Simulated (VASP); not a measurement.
# C (R-3m) in VASP: a series of runs, part 2 of 2

VASP 6.6.1.

**3. Relaxation of cell and atoms, PBEsol+D3(BJ)**

This run uses another cell than the first one, of 8.74 Å³/atom, 1.023 times its volume.

Contents of INCAR:

```
PREC = Accurate ; ENCUT = 600
EDIFF = 1E-6 ; ISMEAR = 0
SIGMA = 0.1 ; LREAL = False
LASPH = True ; NELM = 80
ALGO = Normal ; ISIF = 3
LWAVE = False ; LCHARG = False
GGA = PS ; IVDW = 12
IBRION = 2 ; NSW = 100
EDIFFG = -0.05
```

Contents of KPOINTS:

```
regular mesh
0
Gamma
  9 9 9
```

Contents of POSCAR:

```
C
1.0
    1.2280263465      0.7090013417      3.3470108394
   -1.2280263465      0.7090013417      3.3470108394
    0.0000000000     -1.4180026834      3.3470108394
C
2
Direct
    0.1640000000      0.1640000000      0.1640000000
    0.8360000000      0.8360000000      0.8360000000
```

Potentials or basis: VASP PAW PBE potentials, release 64 (C).

The run is started by

```
$ cat potpaw_PBE.64/C/POTCAR > POTCAR
$ mpirun -np 1 vasp_std > vasp.out
```

Run time: 61 s. Hardware: 1 thread of Intel Xeon Platinum 8488C (Sapphire Rapids), shared host; peak memory 0.17 GiB.

Results (log left out):

| Quantity | Value |
| --- | --- |
| Free energy | -19.5076 eV |
| Relaxed volume | 8.62 Å³/atom |
| Relaxed cell | a = 3.586 Å, b = 3.586 Å, c = 3.586 Å, α = 40.11°, β = 40.11°, γ = 40.11° |
| Space group after relaxing (to 0.05 Å) | R-3m (No. 166) |
| Energy gained by relaxing | 11.9 meV/atom |
| Ionic steps | 7 |
| Pressure after relaxing | -0.1 GPa |
| Largest force after relaxing | 0.015 eV/Å |
| Band gap on the k mesh | 0.74 eV, direct |
| Dispersion energy per atom | -0.112 eV |

Forces in eV/Å, atoms in the order of the input:
```
C    0.000  0.000 -0.015
C    0.000  0.000  0.015
```

Stress tensor (GPa, compression positive):
```
 0.22  0.00  0.00
 0.00  0.22  0.00
 0.00  0.00 -0.86
```

Step by step:
```tsv
step	energy change (eV)	largest force (eV/Å)	pressure (GPa)	volume (Å³)
1	0.0000	0.8420	0.66	17.48
2	-0.0132	0.4970	-3.58	17.58
3	-0.0219	0.0236	-1.84	17.54
4	-0.0209	0.0625	2.65	17.31
5	-0.0224	0.0087	-0.18	17.45
6	-0.0228	0.0103	-0.10	17.40
7	-0.0238	0.0152	-0.14	17.25
```

Final structure:
```cif
data_structure
_symmetry_space_group_name_H-M 'P 1'
_symmetry_Int_Tables_number 1
_cell_length_a 3.5859
_cell_length_b 3.5859
_cell_length_c 3.5859
_cell_angle_alpha 40.107
_cell_angle_beta 40.107
_cell_angle_gamma 40.107
_cell_volume 17.25
loop_
_atom_site_label
_atom_site_type_symbol
_atom_site_fract_x
_atom_site_fract_y
_atom_site_fract_z
_atom_site_occupancy
C1 C 0.16657 0.16657 0.16657 1
C2 C 0.83343 0.83343 0.83343 1
```

Levels at points of the mesh, in eV from the valence-band top:
```csv
k point,band 2,band 3,band 4,band 5,band 6,band 7
"(0.00, 0.00, 0.00)",-6.12,-2.58,-2.58,4.55,8.78,8.78
```

Caveat: the PAW data sets were made with another functional, which shifts forces and pressure a little; the relaxation stopped at a loose force limit of 0.05 eV/Å, so its end isn't a converged minimum. A k mesh can miss the band edges.

**4. Single point, PBEsol+D3(BJ)**

This run uses another cell than the first one, of 8.59 Å³/atom, 1.005 times its volume.

Contents of INCAR:

```
SYSTEM = C
ALGO = Normal
EDIFF = 1E-7
ENCUT = 520
GGA = PS
ISIF = 2
ISMEAR = 0
IVDW = 12
LASPH = .True.
LCHARG = .False.
LREAL = .False.
LWAVE = .False.
NBANDS = 11
NELM = 100
PREC = Accurate
SIGMA = 0.02
```

Contents of KPOINTS:

```
k-points
0
Gamma
  15 15 15
  0 0 0
```

Contents of POSCAR:

```
C
1.0
    1.2290461106      0.7095901028      3.2829684911
   -1.2290461106      0.7095901028      3.2829684911
    0.0000000000     -1.4191802056      3.2829684911
C
2
Direct
    0.1665836162      0.1665836162      0.1665836162
    0.8334163838      0.8334163838      0.8334163838
```

Potentials or basis: VASP PAW PBE potentials, release 64 (C).

The run is started by

```
$ cat potpaw_PBE.64/C/POTCAR > POTCAR
$ mpirun -np 1 vasp_std > vasp.out
```

OUTCAR:

```text
SYSTEM = C
   EDIFF = 1E-7
   ENCUT = 520
   GGA = PS
   ISIF = 2
   ISMEAR = 0
   IVDW = 12
   LASPH = .True.
   LREAL = .False.
   NELM = 100
   PREC = Accurate
 IVDW          = 12

 ion  position               nearest neighbor table
   1  0.167  0.167  0.167-   2 1.42   2 1.42   2 1.42
   2  0.833  0.833  0.833-   1 1.42   1 1.42   1 1.42

  LATTYP: Found a trigonal (rhomboedric) cell.
 ALAT       =     3.5765842042
 COS(alpha) =     0.7638274380

  Lattice vectors:

[... 523 lines left out ...]
------------------------ aborting loop because EDIFF is reached ----------------------------------------

 Edisp (eV)   -0.22524

 E8    (eV) :    -0.1095

  FORCE on cell =-STRESS in cart. coord.  units (eV):
  Direction    XX          YY          ZZ          XY          YZ          ZX
  --------------------------------------------------------------------------------------
  -------------------------------------------------------------------------------------
  Total       0.12714     0.12714    -0.00791     0.00000     0.00000    -0.00000
  in kB      11.85770    11.85770    -0.73805     0.00000     0.00000    -0.00000
  external pressure =        7.66 kB  Pullay stress =        0.00 kB

 VOLUME and BASIS-vectors are now :
 -----------------------------------------------------------------------------
  energy-cutoff  :      520.00
  volume of cell :       17.18
      direct lattice vectors                 reciprocal lattice vectors
     1.229046111  0.709590103  3.282968491     0.406819562  0.234877383  0.101534125
    -1.229046111  0.709590103  3.282968491    -0.406819562  0.234877383  0.101534125
     0.000000000 -1.419180206  3.282968491     0.000000000 -0.469754767  0.101534125

 POSITION                                       TOTAL-FORCE (eV/Angst)
 -----------------------------------------------------------------------------------
      0.00000      0.00000      1.64067         0.000000      0.000000      0.000804
      0.00000      0.00000      8.20824         0.000000     -0.000000     -0.000804
 -----------------------------------------------------------------------------------
    total drift:                               -0.000000      0.000000      0.000000

  FREE ENERGIE OF THE ION-ELECTRON SYSTEM (eV)
  ---------------------------------------------------
  free  energy   TOTEN  =       -19.5065048418 eV

  energy  without entropy=      -19.5065048418  energy(sigma->0) =      -19.50650484
```

stdout:

```text
POSCAR found type information on POSCAR C
 POSCAR found :  1 types and       2 ions
 scaLAPACK will be used
 -----------------------------------------------------------------------------
|                                                                             |
|                                                                             |
|     You enforced a specific xc type in the INCAR file but a different       |
|     I HOPE YOU KNOW WHAT YOU ARE DOING!                                     |
|                                                                             |
 -----------------------------------------------------------------------------

 LDA part: xc-table for (Slater+PW92), standard interpolation
 POSCAR, INCAR and KPOINTS ok, starting setup
 FFT: planning ... GRIDC
 FFT: planning ... GRID_SOFT
 FFT: planning ... GRID
 WAVECAR not read
 entering main loop
```

Run time: 69 s. Hardware: 1 thread of Intel Xeon Platinum 8488C (Sapphire Rapids), shared host; peak memory 0.19 GiB.

What came out:

```
Free energy                : -19.5065 eV
Pressure                   : 0.8 GPa
Band gap on the k mesh     : 0.75 eV, direct
Dispersion energy per atom : -0.113 eV
```

Stress tensor (GPa, compression positive):
```
 1.19  0.00  0.00
 0.00  1.19  0.00
 0.00  0.00 -0.07
```

Caveat: the PAW data sets were made with another functional, which shifts forces and pressure a little. A k mesh can miss the band edges.

**5. Overview**

| task | cell | k mesh | cutoff (eV) | smearing | gap on the mesh (eV) | pressure (GPa) | largest force (eV/Å) |
| --- | --- | --- | --- | --- | --- | --- | --- |
| single point | a = 3.561 Å, angles 40.4°, 2 atoms | 9 × 9 × 9 | 520 | gaussian 0.1 eV | 0.78 | 0.5 | 0.01 |
| relaxation of cell and atoms | relaxed from a = 3.635 Å, angles 39.5°, 2 atoms | 9 × 9 × 9 | 600 | gaussian 0.1 eV | 0.74 | -0.1 | 0.02 |
| single point | a = 3.577 Å, angles 40.2°, 2 atoms | 15 × 15 × 15 | 520 | gaussian 0.02 eV | 0.75 | 0.8 | - |

Alike in all rows: level PBEsol+D3(BJ); potentials or basis VASP PAW PBE potentials, release 64 (C); no spin polarisation.

Caveats: the PAW data sets were made with another functional, which shifts forces and pressure a little; the relaxation stopped at a loose force limit of 0.05 eV/Å, so its end isn't a converged minimum (some runs).

Absolute energies hang on the potentials; compare differences alone.
